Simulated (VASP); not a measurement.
# C (P6_3/mmc) in VASP: further runs, part 2 of 2

VASP 6.6.1. The steps go on from the part before.

## (3) Single point, LDA

The COD entry that gives the cell may itself be a prediction, so a difference from it is no test against experiment.

This run uses another cell than the first one, of 4.53 Å³/atom, 0.683 times its volume.

Contents of INCAR:

```
ALGO     = Normal         # electronic algorithm
EDIFF    = 1E-6           # SCF threshold, eV
ENCUT    = 520            # plane-wave cutoff, eV
ISIF     = 2              # what is computed and relaxed
ISMEAR   = 0              # smearing method
LASPH    = T              # aspherical terms in the spheres
LCHARG   = F              # write CHGCAR
LREAL    = F              # projectors in reciprocal space
LWAVE    = F              # write WAVECAR
NBANDS   = 36             # bands
NELM     = 60             # most SCF steps
PREC     = Accurate       # precision mode
SIGMA    = 0.05           # smearing width, eV
```

Contents of KPOINTS:

```
k-points
0
Gamma
  12 12 2
```

Contents of POSCAR:

```
C
1.0
    2.3177000000      0.0000000000      0.0000000000
   -1.1588500000      2.0071870784      0.0000000000
    0.0000000000      0.0000000000     11.6772000000
C
12
Direct
    0.0000000000      0.0000000000      0.1868599868
    0.0000000000      0.0000000000      0.6868599868
    0.0000000000      0.0000000000      0.3131400132
    0.0000000000      0.0000000000      0.8131400132
    0.3333333333      0.6666666667      0.5207718743
    0.6666666667      0.3333333333      0.0207718743
    0.3333333333      0.6666666667      0.9792281257
    0.6666666667      0.3333333333      0.4792281257
    0.3333333333      0.6666666667      0.6450609412
    0.6666666667      0.3333333333      0.1450609412
    0.3333333333      0.6666666667      0.8549390588
    0.6666666667      0.3333333333      0.3549390588
```

Potentials or basis: VASP PAW LDA potentials, release 64 (C).

Started as:

```bash
> cat potpaw_LDA.64/C/POTCAR > POTCAR
> mpirun -np 1 vasp_std > vasp.out
```

OUTCAR:

```text
EDIFF = 1E-6
   ENCUT = 520
   ISIF = 2
   ISMEAR = 0
   LASPH = T
   LREAL = F
   NELM = 60
   PREC = Accurate

 ion  position               nearest neighbor table
   1  0.000  0.000  0.187-  10 1.42  10 1.42  10 1.42   3 1.47
   2  0.000  0.000  0.687-   9 1.42   9 1.42   9 1.42   4 1.47
   3  0.000  0.000  0.313-  12 1.42  12 1.42  12 1.42   1 1.47
   4  0.000  0.000  0.813-  11 1.42  11 1.42  11 1.42   2 1.47
   5  0.333  0.667  0.521-   8 1.42   8 1.42   8 1.42   9 1.45
   6  0.667  0.333  0.021-   7 1.42   7 1.42   7 1.42  10 1.45
   7  0.333  0.667  0.979-   6 1.42   6 1.42   6 1.42  11 1.45
   8  0.667  0.333  0.479-   5 1.42   5 1.42   5 1.42  12 1.45
   9  0.333  0.667  0.645-   2 1.42   2 1.42   2 1.42   5 1.45
  10  0.667  0.333  0.145-   1 1.42   1 1.42   1 1.42   6 1.45
  11  0.333  0.667  0.855-   4 1.42   4 1.42   4 1.42   7 1.45
  12  0.667  0.333  0.355-   3 1.42   3 1.42   3 1.42   8 1.45

  LATTYP: Found a hexagonal cell.
 ALAT       =     2.3177000000
 C/A-ratio  =     5.0382706994

  Lattice vectors:

 A1 = (   2.3177000000,   0.0000000000,   0.0000000000)
[... 1140 lines left out ...]
     35      24.6719      0.00000
     36      24.6719      0.00000

 [... further k-points ...]

------------------------ aborting loop because EDIFF is reached ----------------------------------------

  FORCE on cell =-STRESS in cart. coord.  units (eV):
  Direction    XX          YY          ZZ          XY          YZ          ZX
  --------------------------------------------------------------------------------------
  -------------------------------------------------------------------------------------
  Total       50.0432823     50.0432823     36.0926105      0.0000000     -0.0000000      0.0000000
  in kB     1475.9531682   1475.9531683   1064.4985763      0.0000000     -0.0000000      0.0000000
  external PRESSURE =    1338.8016376 kB  Pullay stress =       0.0000000 kB

 VOLUME and BASIS-vectors are now :
 -----------------------------------------------------------------------------
  energy-cutoff  :      520.00
  volume of cell :       54.32
      direct lattice vectors                 reciprocal lattice vectors
     2.317700000  0.000000000  0.000000000     0.431462225  0.249104832  0.000000000
    -1.158850000  2.007187078  0.000000000     0.000000000  0.498209664  0.000000000
     0.000000000  0.000000000 11.677200000     0.000000000  0.000000000  0.085636968

 POSITION                                       TOTAL-FORCE (eV/Angst)
 -----------------------------------------------------------------------------------
      0.00000      0.00000      2.18200         0.000000     -0.000000      0.567211
      0.00000      0.00000      8.02060         0.000000      0.000000      0.567211
      0.00000      0.00000      3.65660        -0.000000     -0.000000     -0.567211
      0.00000      0.00000      9.49520         0.000000      0.000000     -0.567211
     -0.00000      1.33812      6.08116        -0.000000      0.000000      0.423415
      1.15885      0.66906      0.24256         0.000000     -0.000000      0.423415
     -0.00000      1.33812     11.43464        -0.000000      0.000000     -0.423415
      1.15885      0.66906      5.59604        -0.000000     -0.000000     -0.423415
     -0.00000      1.33812      7.53251        -0.000000     -0.000000     -0.428525
      1.15885      0.66906      1.69391         0.000000     -0.000000     -0.428525
     -0.00000      1.33812      9.98329        -0.000000     -0.000000      0.428525
      1.15885      0.66906      4.14469         0.000000      0.000000      0.428525
 -----------------------------------------------------------------------------------
    total drift:                                0.000000      0.000000      0.000000

  FREE ENERGIE OF THE ION-ELECTRON SYSTEM (eV)
  ---------------------------------------------------
  free  energy   TOTEN  =      -116.9713509437 eV

  energy  without entropy=     -116.9713509437  energy(sigma->0) =     -116.97135094
```

OSZICAR:

```text
N       E                     dE             d eps       ncg     rms          rms(c)
DAV:   1     0.124012791730E+03    0.12401E+03   -0.26469E+04  2736   0.134E+03
DAV:   2    -0.117053421161E+03   -0.24107E+03   -0.22751E+03  3548   0.273E+02
DAV:   3    -0.125280855051E+03   -0.82274E+01   -0.81741E+01  3592   0.456E+01
DAV:   4    -0.125352806319E+03   -0.71951E-01   -0.71793E-01  3456   0.478E+00
DAV:   5    -0.125354052127E+03   -0.12458E-02   -0.12445E-02  3480   0.535E-01    0.185E+01
DAV:   6    -0.119092608279E+03    0.62614E+01   -0.41711E+00  3080   0.101E+01    0.108E+01
DAV:   7    -0.116978333110E+03    0.21143E+01   -0.50689E+00  3172   0.113E+01    0.256E+00
DAV:   8    -0.116971680020E+03    0.66531E-02   -0.15103E-01  3332   0.197E+00    0.176E-01
DAV:   9    -0.116971331475E+03    0.34855E-03   -0.19062E-03  3496   0.260E-01    0.478E-02
DAV:  10    -0.116971349846E+03   -0.18371E-04   -0.10416E-04  3296   0.560E-02    0.192E-02
DAV:  11    -0.116971350981E+03   -0.11353E-05   -0.31489E-06  3104   0.105E-02    0.620E-03
DAV:  12    -0.116971350944E+03    0.37345E-07   -0.92451E-07  2328   0.528E-03
   1 F= -.11697135E+03 E0= -.11697135E+03  d E =-.279632E-14
```

stdout:

```text
POSCAR found type information on POSCAR C
 POSCAR found :  1 types and      12 ions
 scaLAPACK will be used
 LDA part: xc-table for (Slater(with rela. corr.)+CA(PZ))
 , standard interpolation
 POSCAR, INCAR and KPOINTS ok, starting setup
 FFT: planning ... GRIDC
 FFT: planning ... GRID_SOFT
 FFT: planning ... GRID
 WAVECAR not read
 entering main loop
```

It took 76 s on 1 thread of AMD EPYC 7R13 (Zen 3), shared host; peak memory 0.14 GiB.

What came out:

| Item | Value |
| --- | --- |
| Free energy | -116.9714 eV |
| Pressure | 133.9 GPa |
| Largest force | 0.567 eV/Å |
| Band gap on the k mesh | 5.10 eV, indirect (least direct gap 5.46 eV) |

Forces in eV/Å, atoms in the order of the input:
```
C    0.000  0.000  0.567
C    0.000  0.000  0.567
C    0.000  0.000 -0.567
C    0.000  0.000 -0.567
C    0.000  0.000  0.423
C    0.000  0.000  0.423
C    0.000  0.000 -0.423
C    0.000  0.000 -0.423
C    0.000  0.000 -0.429
C    0.000  0.000 -0.429
C    0.000  0.000  0.429
C    0.000  0.000  0.429
```

A k mesh can miss the band edges. A hybrid or GW would open this gap; LDA tends to underestimate it.

## (4) Single point, LDA

This run uses another cell than the first one, of 4.61 Å³/atom, 0.695 times its volume.

Contents of INCAR:

```
PREC     = Accurate       # precision mode
ENCUT    = 520            # plane-wave cutoff, eV
EDIFF    = 1E-6           # SCF threshold, eV
ISMEAR   = 0              # smearing method
SIGMA    = 0.05           # smearing width, eV
LREAL    = F              # projectors in reciprocal space
LASPH    = T              # aspherical terms in the spheres
NELM     = 100            # most SCF steps
ALGO     = Normal         # electronic algorithm
ISIF     = 2              # what is computed and relaxed
LWAVE    = F              # write WAVECAR
LCHARG   = F              # write CHGCAR
GGA      = CA             # functional
NBANDS   = 36             # bands
```

Contents of KPOINTS:

```
Automatic mesh
0
Gamma
  12 12 2
```

POSCAR: that of step 3 with these lines changed.

```diff
@@ -4,3 +4,3 @@
    -1.1588500000      2.0071870784      0.0000000000
-    0.0000000000      0.0000000000     11.6772000000
+    0.0000000000      0.0000000000     11.8821000000
 C
```

Potentials or basis: VASP PAW LDA potentials, release 64 (C).

Started as:

```bash
> cat potpaw_LDA.64/C/POTCAR > POTCAR
> mpirun -np 1 vasp_std > vasp.out
```

OUTCAR:

```text
PREC = Accurate
   ENCUT = 520
   EDIFF = 1E-6
   ISMEAR = 0
   LREAL = F
   LASPH = T
   NELM = 100
   ISIF = 2
   GGA = CA

 ion  position               nearest neighbor table
   1  0.000  0.000  0.187-  10 1.43  10 1.43  10 1.43   3 1.50
   2  0.000  0.000  0.687-   9 1.43   9 1.43   9 1.43   4 1.50
   3  0.000  0.000  0.313-  12 1.43  12 1.43  12 1.43   1 1.50
   4  0.000  0.000  0.813-  11 1.43  11 1.43  11 1.43   2 1.50
   5  0.333  0.667  0.521-   8 1.43   8 1.43   8 1.43   9 1.48
   6  0.667  0.333  0.021-   7 1.43   7 1.43   7 1.43  10 1.48
   7  0.333  0.667  0.979-   6 1.43   6 1.43   6 1.43  11 1.48
   8  0.667  0.333  0.479-   5 1.43   5 1.43   5 1.43  12 1.48
   9  0.333  0.667  0.645-   2 1.43   2 1.43   2 1.43   5 1.48
  10  0.667  0.333  0.145-   1 1.43   1 1.43   1 1.43   6 1.48
  11  0.333  0.667  0.855-   4 1.43   4 1.43   4 1.43   7 1.48
  12  0.667  0.333  0.355-   3 1.43   3 1.43   3 1.43   8 1.48

  LATTYP: Found a hexagonal cell.
 ALAT       =     2.3177000000
 C/A-ratio  =     5.1266773094

[... 216 lines left out ...]
      5      -8.0018      2.00000
      6      -4.8618      2.00000
[... 925 lines left out ...]
     35      24.1301      0.00000
     36      24.1301      0.00000

 [... further k-points ...]

------------------------ aborting loop because EDIFF is reached ----------------------------------------

  FORCE on cell =-STRESS in cart. coord.  units (eV):
  Direction    XX          YY          ZZ          XY          YZ          ZX
  --------------------------------------------------------------------------------------
  -------------------------------------------------------------------------------------
  Total       49.4239536     49.4239536     24.7342272     -0.0000000      0.0000000      0.0000000
  in kB     1432.5499997   1432.5499997    716.9199261     -0.0000000      0.0000000      0.0000000
  external PRESSURE =    1194.0066418 kB  Pullay stress =       0.0000000 kB

 VOLUME and BASIS-vectors are now :
 -----------------------------------------------------------------------------
  energy-cutoff  :      520.00
  volume of cell :       55.28
      direct lattice vectors                 reciprocal lattice vectors
     2.317700000  0.000000000  0.000000000     0.431462225  0.249104832  0.000000000
    -1.158850000  2.007187078  0.000000000     0.000000000  0.498209664  0.000000000
     0.000000000  0.000000000 11.882100000     0.000000000  0.000000000  0.084160207

 POSITION                                       TOTAL-FORCE (eV/Angst)
 -----------------------------------------------------------------------------------
      0.00000      0.00000      2.22029         0.000000      0.000000      0.750691
      0.00000      0.00000      8.16134        -0.000000     -0.000000      0.750691
      0.00000      0.00000      3.72076         0.000000      0.000000     -0.750691
      0.00000      0.00000      9.66181         0.000000     -0.000000     -0.750691
     -0.00000      1.33812      6.18786         0.000000      0.000000      0.645325
      1.15885      0.66906      0.24681        -0.000000      0.000000      0.645325
     -0.00000      1.33812     11.63529        -0.000000      0.000000     -0.645325
      1.15885      0.66906      5.69424        -0.000000     -0.000000     -0.645325
     -0.00000      1.33812      7.66468        -0.000000     -0.000000     -0.599036
      1.15885      0.66906      1.72363         0.000000      0.000000     -0.599036
     -0.00000      1.33812     10.15847        -0.000000     -0.000000      0.599036
      1.15885      0.66906      4.21742         0.000000      0.000000      0.599036
 -----------------------------------------------------------------------------------
    total drift:                                0.000000      0.000000      0.000000

  FREE ENERGIE OF THE ION-ELECTRON SYSTEM (eV)
  ---------------------------------------------------
  free  energy   TOTEN  =      -117.5015764183 eV

  energy  without entropy=     -117.5015764183  energy(sigma->0) =     -117.50157642
```

OSZICAR:

```text
N       E                     dE             d eps       ncg     rms          rms(c)
DAV:   1     0.120334016041E+03    0.12033E+03   -0.26394E+04  2736   0.134E+03
DAV:   2    -0.117134839167E+03   -0.23747E+03   -0.22402E+03  3560   0.271E+02
DAV:   3    -0.125533336406E+03   -0.83985E+01   -0.83408E+01  3584   0.457E+01
DAV:   4    -0.125610779635E+03   -0.77443E-01   -0.77271E-01  3504   0.488E+00
DAV:   5    -0.125612252127E+03   -0.14725E-02   -0.14708E-02  3480   0.566E-01    0.182E+01
DAV:   6    -0.119553334668E+03    0.60589E+01   -0.40610E+00  3096   0.994E+00    0.106E+01
DAV:   7    -0.117508345023E+03    0.20450E+01   -0.49507E+00  3208   0.112E+01    0.249E+00
DAV:   8    -0.117501937816E+03    0.64072E-02   -0.15433E-01  3360   0.200E+00    0.185E-01
DAV:   9    -0.117501557090E+03    0.38073E-03   -0.19419E-03  3408   0.260E-01    0.534E-02
DAV:  10    -0.117501575892E+03   -0.18802E-04   -0.10610E-04  3376   0.559E-02    0.191E-02
DAV:  11    -0.117501576418E+03   -0.52606E-06   -0.36946E-06  3208   0.113E-02
   1 F= -.11750158E+03 E0= -.11750158E+03  d E =-.106774E-21
```

It took 2.1 min on 1 thread of AMD EPYC 7R13 (Zen 3), shared host; peak memory 0.14 GiB.

Results:

| Property | Result |
| --- | --- |
| Free energy | -117.5016 eV |
| Pressure | 119.4 GPa |
| Largest force | 0.751 eV/Å |
| Band gap on the k mesh | 4.90 eV, direct |

Forces in eV/Å, atoms in the order of the input:
```
C    0.000  0.000  0.751
C    0.000  0.000  0.751
C    0.000  0.000 -0.751
C    0.000  0.000 -0.751
C    0.000  0.000  0.645
C    0.000  0.000  0.645
C    0.000  0.000 -0.645
C    0.000  0.000 -0.645
C    0.000  0.000 -0.599
C    0.000  0.000 -0.599
C    0.000  0.000  0.599
C    0.000  0.000  0.599
```

Levels at points of the mesh, in eV from the valence-band top:
```
           k point  band 20  band 21  band 22  band 23  band 24  band 25  band 26  band 27  band 28  band 29
(0.00, 0.00, 0.00)    -1.02    -1.02    -0.36     0.00     0.00     4.90     6.32     6.32     7.45     7.45
(0.50, 0.00, 0.00)    -5.30    -4.96    -4.91    -4.51    -3.71     5.36     5.67     6.16     6.39     6.66
(0.00, 0.00, 0.50)    -1.87    -0.33    -0.33    -0.33    -0.33     6.27     6.27     6.72     6.72     6.72
(0.50, 0.00, 0.50)    -5.90    -4.69    -4.69    -4.07    -4.07     5.69     5.69     5.90     5.90     6.88
```

## (5) The runs side by side

| cell | gap on the mesh (eV) | pressure (GPa) | largest force (eV/Å) |
| --- | --- | --- | --- |
| a = 2.667, b = 2.667, c = 12.906 Å, angles 90.0, 90.0, 120.0°, 12 atoms | 3.88 | -60.1 | 0.06 |
| a = 2.318, b = 2.318, c = 11.677 Å, angles 90.0, 90.0, 120.0°, 12 atoms | 5.10 | 133.9 | 0.57 |
| a = 2.318, b = 2.318, c = 11.882 Å, angles 90.0, 90.0, 120.0°, 12 atoms | 4.90 | 119.4 | 0.75 |

Alike in all rows: task single point; level LDA; potentials or basis VASP PAW LDA potentials, release 64 (C); no spin polarisation; k mesh 12 × 12 × 2; cutoff (eV) 520; smearing gaussian 0.05 eV.

Total energies depend on the potentials used, so only differences within one code and one set of settings carry meaning.
